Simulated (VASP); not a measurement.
FePt:

```
Pt Fe
1.0
     2.77692    0.00000    0.00000
     0.00000    2.77692    0.00000
     0.00000    0.00000    3.79296
Pt Fe
1 1
Direct
  0.50000 0.50000 0.50000
  0.00000 0.00000 0.00000
```

Program: VASP 6.6.1. Alike in all runs: task single point; potentials or basis VASP PAW PBE potentials, release 64 (Pt, Fe); spin collinear, ferromagnetic start; cell as given; k mesh 10 × 10 × 7; cutoff (eV) 520; smearing fermi-dirac 0.05 eV.

Problem. Order these runs on this cell by their pressure, lowest first.
A. level PBE
B. level RPBE+D3(BJ)
C. level r2SCAN

Solution. B (-35.6 GPa), C (-9.6 GPa), A (-7.9 GPa).

Caveats: the cell stands under tension; the PAW data sets were made with another functional, which shifts forces and pressure a little (at least some runs); the dispersion term is far too large for a dense solid, which distorts pressure and volume (at least some runs).
